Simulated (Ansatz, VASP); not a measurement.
**One calculation of La3N, two programs**

```
La N
1.0
     4.70981    0.00000    0.00000
     0.00000    4.70981    0.00000
     0.00000    0.00000    4.70981
La N
3 1
Direct
  0.00000 0.50000 0.50000
  0.50000 0.00000 0.50000
  0.50000 0.50000 0.00000
  0.00000 0.00000 0.00000
```

Change from the starting cell: species swapped into the NbZn3 type (Pm-3m, No. 221).

Alike in both runs: task relaxation of cell and atoms; functional PBE; k mesh 4 × 4 × 4; occupations gaussian, width 0.1 eV; no spin polarisation.

```csv
,VASP,Ansatz
version,VASP 6.6.1,Ansatz 0.2.0
potentials or method,"VASP PAW PBE potentials, release 64 (La, N), cutoff 600 eV","scalar-relativistic, plane waves, PAW"
valence electrons in the cell,38,38
```

Ansatz gave:

- gap on the k mesh at the Fermi level, each at its own relaxed structure (eV): none
- relaxed volume (Å³/atom): 23.78
- relaxed length of the cell vector where the two differ most in proportion (Å): 4.565

Task: What did VASP give for the same quantities?

Result: gap on the k mesh at the Fermi level, each at its own relaxed structure (eV): none; relaxed volume (Å³/atom): 23.51; relaxed length of the cell vector where the two differ most in proportion (Å): 4.547.

A gap of «none» marks a metal or a gap that the smearing closes.

Neither program's run includes spin-orbit coupling.
